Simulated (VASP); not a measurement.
A run of VASP 6.6.1:

INCAR

```
PREC = Accurate
ENCUT = 520
EDIFF = 1E-6
ISMEAR = 0
SIGMA = 0.1
LREAL = F
LASPH = T
NELM = 100
ALGO = Normal
ISIF = 2
LWAVE = F
LCHARG = F
NBANDS = 17
```

Contents of KPOINTS:

```
Automatic mesh
0
Gamma
  16 16 9
```

The input POSCAR:

```
Hf
1.0
    3.1204287636      0.0000000000      0.0000000000
   -1.5602143818      2.7023705800      0.0000000000
    0.0000000000      0.0000000000      4.9371240953
Hf
2
Direct
    0.3333333333      0.6666666667      0.2500000000
    0.6666666667      0.3333333333      0.7500000000
```

Potentials or basis: VASP PAW LDA potentials, release 64 (Hf_pv).

Launch:

```console
$ cat potpaw_LDA.64/Hf_pv/POTCAR > POTCAR
$ mpirun -np 1 vasp_std > vasp.out
```

Hardware: 1 thread of Intel(R) Xeon(R) 6975P-C (Granite Rapids), with other jobs on the host.

Estimate the wall time of this run.

It took 25 s on 1 thread of Intel(R) Xeon(R) 6975P-C (Granite Rapids), on a shared host, peak memory 0.2 GiB. Counts: scf iterations 12, k points 150.
